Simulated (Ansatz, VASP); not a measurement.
One calculation of BiTe, two programs

```xyz
2
Lattice="2.4590 1.4197 3.2178 -2.4590 1.4197 3.2178 0.0000 -2.8395 3.2178" Properties=species:S:1:pos:R:3 pbc="T T T"
Bi    0.0000    0.0000    4.8267
Te    0.0000    0.0000    0.0000
```

Change from the starting cell: strain +0.015 along x and y, -0.030 along z, atoms carried along.

Alike in both runs: task single point; functional PBE; k mesh 12 × 12 × 12; occupations gaussian, width 0.15 eV; no spin polarisation.

|  | VASP | Ansatz |
| --- | --- | --- |
| version | VASP 6.6.1 | Ansatz 0.2.0 |
| potentials or method | VASP PAW PBE potentials, release 64 (Bi_d, Te), cutoff 520 eV | scalar-relativistic, plane waves, PAW |
| valence electrons in the cell | 21 | 31 |

```csv
,VASP,Ansatz,Ansatz less VASP
gap on the k mesh at the Fermi level (eV),none,none,-
pressure (GPa),-0.5,-0.5,+0.05
"traceless stress, the component that is largest in VASP (GPa)",0.70,0.70,-0.002
```

A gap of «none» marks a metal or a gap that the smearing closes. The functional is the same, so the differences come from potentials, cutoffs and numerics. VASP's potentials hold 21 valence electrons a cell and Ansatz's 31, so a difference there can come from the potentials and not from the codes.

Neither program's run includes spin-orbit coupling.
